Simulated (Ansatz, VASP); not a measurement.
MgO in VASP and in Ansatz

Contents of INCAR:

```
PREC     = Accurate       # precision mode
ENCUT    = 600            # plane-wave cutoff, eV
EDIFF    = 1E-6           # SCF threshold, eV
ISMEAR   = 0              # smearing method
SIGMA    = 0.01           # smearing width, eV
LREAL    = False          # projectors in reciprocal space
LASPH    = True           # aspherical terms in the spheres
NELM     = 120            # most SCF steps
ALGO     = Normal         # electronic algorithm
ISIF     = 2              # what is computed and relaxed
LWAVE    = False          # write WAVECAR
LCHARG   = True           # write CHGCAR
GGA      = PS             # functional
LELF     = True           # ELF
LVHAR    = True         
NBANDS   = 11             # bands
GGA_COMPAT= False
```

KPOINTS

```
regular mesh
0
Gamma
  8 8 8
```

Contents of POSCAR:

```
MgO
1.0
    0.0000000000      2.1060000000      2.1060000000
    2.1060000000      0.0000000000      2.1060000000
    2.1060000000      2.1060000000      0.0000000000
Mg O
1 1
Direct
    0.0000000000      0.0000000000      0.0000000000
    0.5000000000      0.5000000000      0.5000000000
```

Input for Ansatz:

```yaml
crystal:
  lattice:
    - [0.0, 2.106, 2.106]
    - [2.106, 0.0, 2.106]
    - [2.106, 2.106, 0.0]
  atoms:
    - { symbol: Mg, position: [0.0, 0.0, 0.0] }
    - { symbol: O, position: [0.5, 0.5, 0.5] }
basis:
  ecutwfc: 420
kpoints:
  mp_grid: { grid: [8, 8, 8] }
  band_path:
    path:
      - [0.0, 0.0, 0.0]
      - [0.0, 0.0, 0.0]
      - [0.3, 0.3, 0.0]
      - [0.5, 0.5, 0.5]
      - [0.5, 0.5, 0.5]
      - [0.0040221637, 0.0040221637, 0.0]
      - [-0.0040221637, -0.0040221637, 0.0]
      - [0.0046443946, 0.0046443946, 0.0046443946]
      - [-0.0046443946, -0.0046443946, -0.0046443946]
      - [0.0040221637, 0.0040221637, 0.0]
      - [-0.0040221637, -0.0040221637, 0.0]
      - [0.3040221637, 0.3040221637, 0.0]
      - [0.2959778363, 0.2959778363, 0.0]
      - [0.3, 0.3040221637, 0.0040221637]
      - [0.3, 0.2959778363, -0.0040221637]
      - [0.5046443946, 0.5046443946, 0.5046443946]
      - [0.4953556054, 0.4953556054, 0.4953556054]
      - [0.4971559008, 0.5028440992, 0.5]
      - [0.5028440992, 0.4971559008, 0.5]
      - [0.5046443946, 0.5046443946, 0.5046443946]
      - [0.4953556054, 0.4953556054, 0.4953556054]
      - [0.4971559008, 0.5028440992, 0.5]
      - [0.5028440992, 0.4971559008, 0.5]
    npoints: 1
hamiltonian:
  xc: pbesol
  pseudopotentials: { kind: paw, azcp: { folder: soft_1 } }
scf:
  occupations: { method: fixed }
  n_extra_bands: 5
output:
  forces: true
  stress: true
  eigenvalues: true
```

Alike in both runs: task single point; functional PBEsol; k mesh 8 × 8 × 8; no spin polarisation.

```csv
,VASP,Ansatz
version,VASP 6.6.1,Ansatz 0.2.0
potentials or method,"VASP PAW PBE potentials, release 64 (Mg, O), cutoff 600 eV","scalar-relativistic, plane waves, PAW"
occupations,"gaussian, width 0.01 eV",fixed
valence electrons in the cell,8,16
```

Ansatz gave:

| Item | Value |
| --- | --- |
| gap on the k mesh at the Fermi level (eV) | 4.64 |
| least direct gap on the mesh (eV) | 4.64 |
| pressure (GPa) | 0.3 |

**Question.** What did VASP give for the same quantities?

**Answer.** gap on the k mesh at the Fermi level (eV): 4.64; least direct gap on the mesh (eV): 4.64; pressure (GPa): -0.5.

VASP's potentials were made for PBE, not for PBEsol, and Ansatz warns of the same on its side. VASP's potentials hold 8 valence electrons a cell and Ansatz's 16, so a difference there can come from the potentials and not from the codes.
